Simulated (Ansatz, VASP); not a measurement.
CuI in VASP and in Ansatz

Contents of INCAR:

```
ALGO = Normal
EDIFF = 1E-6
ENCUT = 520
GGA = PE
GGA_COMPAT = False
ISIF = 2
ISMEAR = -1
LASPH = True
LCHARG = False
LMAXMIX = 4
LORBIT = 11
LORBMOM = True
LREAL = False
LSORBIT = True
LWAVE = False
MAGMOM = 0 0 0 0 0 0 0 0 0 0 0 0
NBANDS = 50
NELM = 150
PREC = Accurate
SIGMA = 0.02
```

KPOINTS

```
k-points
0
Gamma
  6 6 4
```

File POSCAR:

```
CuI
1.0
    4.3755374598      0.0000000000      0.0000000000
   -2.1877687299      3.7893265954      0.0000000000
    0.0000000000      0.0000000000      7.2537939909
Cu I
2 2
Direct
    0.3333333333      0.6666666667      0.2500000000
    0.6666666667      0.3333333333      0.7500000000
    0.6666666667      0.3333333333      0.2500000000
    0.3333333333      0.6666666667      0.7500000000
```

Input for Ansatz:

```yaml
crystal:
  lattice:
    - [4.3755374598, 0.0, 0.0]
    - [-2.1877687299, 3.7893265954, 0.0]
    - [0.0, 0.0, 7.2537939909]
  atoms:
    - { symbol: Cu, position: [0.3333333333, 0.6666666667, 0.25] }
    - { symbol: Cu, position: [0.6666666667, 0.3333333333, 0.75] }
    - { symbol: I, position: [0.6666666667, 0.3333333333, 0.25] }
    - { symbol: I, position: [0.3333333333, 0.6666666667, 0.75] }
kpoints:
  mp_grid: { grid: [6, 6, 4] }
  band_path:
    path:
      - [0.0, 0.0, 0.0]
      - [0.5, 0.0, 0.0]
      - [0.3333333333, 0.3333333333, 0.0]
      - [0.0, 0.0, 0.5]
      - [0.5, 0.0, 0.5]
      - [0.3333333333, 0.3333333333, 0.5]
    npoints: 1
hamiltonian:
  xc: pbe
scf:
  occupations: { method: fermi_dirac, width: 0.02 }
  n_extra_bands: 10
magnetization:
  noncollinear: true
  spin_orbit: true
output:
  forces: true
  stress: true
  eigenvalues: true
```

Alike in both runs: task single point; functional PBE; k mesh 6 × 6 × 4; occupations fermi-dirac, width 0.02 eV; non-collinear spin, spin-orbit coupling.

```csv
,VASP,Ansatz
version,VASP 6.6.1,Ansatz 0.2.0
potentials or method,"VASP PAW PBE potentials, release 64 (Cu, I)","plane waves, PAW"
plane-wave cutoff (eV),520,420
valence electrons in the cell,36,72
```

|  | VASP | Ansatz | Ansatz less VASP |
| --- | --- | --- | --- |
| pressure (GPa) | 1.1 | 1.1 | -0.03 |
| traceless stress, the component that is largest in VASP (GPa) | -0.42 | -0.38 | +0.044 |

The functional is the same, so the differences come from potentials, cutoffs and numerics. VASP's potentials hold 36 valence electrons a cell and Ansatz's 72, so a difference there can come from the potentials and not from the codes.
